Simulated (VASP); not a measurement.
A run of VASP 6.6.1:

The input INCAR:

```
ALGO = Normal ; EDIFF = 1E-6
ENCUT = 500 ; GGA = PE
GGA_COMPAT = F ; ISIF = 2
ISMEAR = -1 ; LASPH = T
LCHARG = T ; LELF = T
LREAL = F ; LVHAR = T
LWAVE = F ; NBANDS = 8
NELM = 120 ; PREC = Accurate
SIGMA = 0.05
```

KPOINTS

```
k-points
0
Gamma
  10 10 10
```

POSCAR

```
Sb
1.0
    0.1571590000      2.4003970000      2.5243200000
    2.4138670000      0.1118560000      2.5739470000
    2.3564800000      2.3902840000      0.1668620000
Sb
1
Direct
   -0.0077420000      0.0131390000     -0.0107100000
```

Potentials or basis: VASP PAW PBE potentials, release 64 (Sb).

Command:

```console
$ cat potpaw_PBE.64/Sb/POTCAR > POTCAR
$ mpirun -np 1 vasp_std > vasp.out
```

Hardware: 1 thread of AMD EPYC 7R13, on a shared host.

How long does it take, and how much memory?

Wall time 2.1 min on 1 thread of AMD EPYC 7R13, with other jobs on the host, peak memory 0.21 GiB. Counts: scf iterations 9, k points 504.
